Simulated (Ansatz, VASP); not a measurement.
# One calculation of Fe, two programs

File INCAR:

```
SYSTEM = Fe
ALGO = Normal
EDIFF = 1E-6
ENCUT = 520
GGA = PE
ISIF = 2
ISMEAR = -1
ISPIN = 2
LASPH = .True.
LCHARG = .False.
LMAXMIX = 4
LORBIT = 11
LREAL = .False.
LWAVE = .False.
MAGMOM = 2.367
NBANDS = 14
NELM = 150
PREC = Accurate
SIGMA = 0.05
```

The input KPOINTS:

```
k-points
0
Gamma
  15 15 15
  0 0 0
```

File POSCAR:

```
Fe
1.0
    2.4025492193      0.0000000000      0.0000000000
    0.0000000000      2.4025492193      0.0000000000
    0.0000000000      0.0000000000      2.4025492193
Fe
1
Direct
    0.0000000000      0.0000000000      0.0000000000
```

Input for Ansatz:

```yaml
crystal:
  lattice:
    - [2.4025492193, 0.0, 0.0]
    - [0.0, 2.4025492193, 0.0]
    - [0.0, 0.0, 2.4025492193]
  atoms:
    - { symbol: Fe, position: [0.0, 0.0, 0.0], spin: 2.367 }
hamiltonian:
  xc: pbe
  pseudopotentials:
    kind: paw
    azcp:
      Fe: "pseudopotentials/Fe.paw.azcp"
basis:
  ecutwfc: 420
  fft_grid_basis: typed
kpoints:
  mp_grid: { grid: [15, 15, 15], shift: [0, 0, 0] }
magnetization:
  spin_polarized: true
scf:
  occupations: { method: fermi_dirac, width: 0.05 }
  lower_state_search: "off"
output:
  stress: true
  write_density: true
  write_potential: true
  elf: true
  volumetric_format: npy
```

Alike in both runs: task single point; functional PBE; k mesh 15 × 15 × 15; occupations fermi-dirac, width 0.05 eV; collinear spin.

|  | VASP | Ansatz |
| --- | --- | --- |
| version | VASP 6.6.1 | Ansatz 0.2.0 |
| potentials or method | VASP PAW PBE potentials, release 64 (Fe), cutoff 520 eV | plane waves (420 eV) with PAW, scalar-relativistic |
| valence electrons in the cell | 8 | 16 |

Ansatz gave:

| Item | Value |
| --- | --- |
| pressure (GPa) | -5.4 |
| net moment per atom (μB) | 2.40 |
| size of the moment on the site where the two differ most (μB) | 2.39 |

Question: What did VASP give for the same quantities?

Answer: Pressure (GPa): -5.7; net moment per atom (μB): 2.40; size of the moment on the site where the two differ most (μB): 2.40.

Site moments also hang on the region over which each program counts them. The functional is the same, so the differences come from potentials, cutoffs and numerics. VASP's potentials hold 8 valence electrons a cell and Ansatz's 16, so a difference there can come from the potentials and not from the codes.
